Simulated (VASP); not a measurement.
Here is a VASP 6.6.1 calculation.

The input INCAR:

```
SYSTEM = SiO2
PREC = Accurate
ENCUT = 520
EDIFF = 1E-6
ISMEAR = 0
SIGMA = 0.1
LREAL = .FALSE.
LASPH = .TRUE.
NELM = 80
ALGO = Normal
ISIF = 2
LWAVE = .FALSE.
LCHARG = .FALSE.
GGA = PE
NBANDS = 44
```

KPOINTS

```
regular mesh
0
G
  4 4 4
  0 0 0
```

File POSCAR:

```
SiO2
1.0
    4.9926472100      0.0000000000      0.0000000000
    0.0000000000      4.9926472100      0.0000000000
    0.0000000000      0.0000000000      6.9339264200
Si O
4 8
Direct
    0.6986584000      0.6986584000      0.5000000000
    0.8013416000      0.1986584000      0.7500000000
    0.1986584000      0.8013416000      0.2500000000
    0.3013416000      0.3013416000      0.0000000000
    0.8935685900      0.7613864500      0.3201084900
    0.1064314100      0.2386135500      0.8201084900
    0.7613864500      0.8935685900      0.6798915100
    0.2613864500      0.6064314100      0.0701084900
    0.2386135500      0.1064314100      0.1798915100
    0.3935685900      0.7386135500      0.4298915100
    0.6064314100      0.2613864500      0.9298915100
    0.7386135500      0.3935685900      0.5701084900
```

Potentials or basis: VASP PAW PBE potentials, release 64 (Si, O).

Command:

```sh
$ cat potpaw_PBE.64/Si/POTCAR potpaw_PBE.64/O/POTCAR > POTCAR
$ mpirun -np 1 vasp_std > vasp.out
```

(1) Predict the largest force.

(2) What does it give for the pressure?

(3) Predict the band gap on the k mesh.

## Answers

(1) 0.283 eV/Å.

(2) 4.8 GPa.

(3) 5.72 eV, direct.
